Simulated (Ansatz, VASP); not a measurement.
## Two plane-wave programs on C18F

```xyz
19
Lattice="7.3980 0.0000 0.0000 -3.6990 6.4069 0.0000 0.0000 0.0000 13.0000" Properties=species:S:1:pos:R:3 pbc="T T T"
C     0.0193    0.0193    0.9518
C     1.2521    0.7384    0.9371
C    -1.2243    2.1515    1.0063
C     0.0193    2.8697    1.3328
C    -2.4492    4.2948    0.9516
C    -1.2100    5.0029    0.9370
C     2.4860    0.0225    0.8938
C     3.7183    0.7340    0.8893
C     1.2630    2.1515    1.0059
C     2.4815    2.8675    0.9369
C     0.0194    4.3058    1.0058
C     1.2486    5.0031    0.9367
C     4.9505    0.0226    0.8936
C     6.1844    0.7384    0.9372
C     3.7183    2.1567    0.8937
C     4.9552    2.8674    0.9371
C     2.4879    4.2949    0.9514
C     3.7184    5.0053    0.9456
F     0.0199    2.8705    2.9065
```

Alike in both runs: functional PBE; k mesh 2 × 2 × 1; occupations gaussian, width 0.05 eV; collinear spin.

Ansatz relaxed the structure, and its values are those at the end. VASP's run is a single point on that final structure, the one shown.

|  | VASP | Ansatz |
| --- | --- | --- |
| version | VASP 6.6.1 | Ansatz 0.2.0 |
| potentials or method | VASP PAW PBE potentials, release 64 (C, F), cutoff 520 eV | scalar-relativistic, plane waves, PAW |
| valence electrons in the cell | 79 | 79 |

Ansatz gave:

```
rms of the force components (eV/Å) : 0.006
net moment per atom (μB)           : 0.00
```

Problem. Which values does VASP return?

Solution. rms of the force components (eV/Å): 0.020; net moment per atom (μB): 0.00.

The functional is the same, so the differences come from potentials, cutoffs and numerics. Ansatz's warnings: filled band counts differ across k points, seeded moment not kept.

The k mesh is coarse, so the values compare programs but aren't converged.
